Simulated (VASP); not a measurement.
BeB2P3, 6 atoms in the cell. The structure is orthorhombic, space group Amm2 (No. 38). Conventional cell: a = 6.106 Å, b = 3.572 Å, c = 7.680 Å, α = 90.00°, β = 90.00°, γ = 90.00°. Within 2.8 Å of Be (site symmetry mm2) lie 2 B at 2.13 Å and 3 P at 2.26 to 2.45 Å. Within 2.5 Å of B (site symmetry m) lie 3 P at 1.88 to 1.92 Å and 1 Be at 2.13 Å. Within 2.5 Å of P (site symmetry mm2) lie 2 B at 1.90 Å and 3 P at 2.28 to 2.42 Å. P (site symmetry mm2) has 2 B at 1.92 Å and 3 Be at 2.26 to 2.45 Å within 2.5 Å. P (site symmetry mm2) has 2 B at 1.88 Å and 3 P at 2.28 to 2.42 Å within 2.5 Å. 

| Quantity | Value |
| --- | --- |
| Program | VASP 6.6.1 |
| Task | single point |
| Functional | PBE |
| Potentials or basis | VASP PAW PBE potentials, release 64 (Be, B, P) |
| Cutoff | 520 eV |
| k mesh | 6 × 12 × 12 |
| Occupations | gaussian, width 0.1 eV |
| Spin | no spin polarisation |
| Dipole correction | no |
| Further INCAR settings | ALGO = Normal; EDIFF = 1e-06; NBANDS = 20 |

Potentials or basis: VASP PAW PBE potentials, release 64 (Be, B, P).

The run is started by

```sh
$ cat potpaw_PBE.64/Be/POTCAR potpaw_PBE.64/B/POTCAR potpaw_PBE.64/P/POTCAR > POTCAR
$ mpirun -np 1 vasp_std > vasp.out
```

Hardware: 1 thread of Oxide Virtual Turin-like Processor, with other jobs on the host.

**Question.** How long does it take, and how much memory?

**Answer.** Wall time 4.8 min on 1 thread of Oxide Virtual Turin-like Processor, on a shared host, peak memory 0.35 GiB. Counts: scf iterations 14, k points 172.
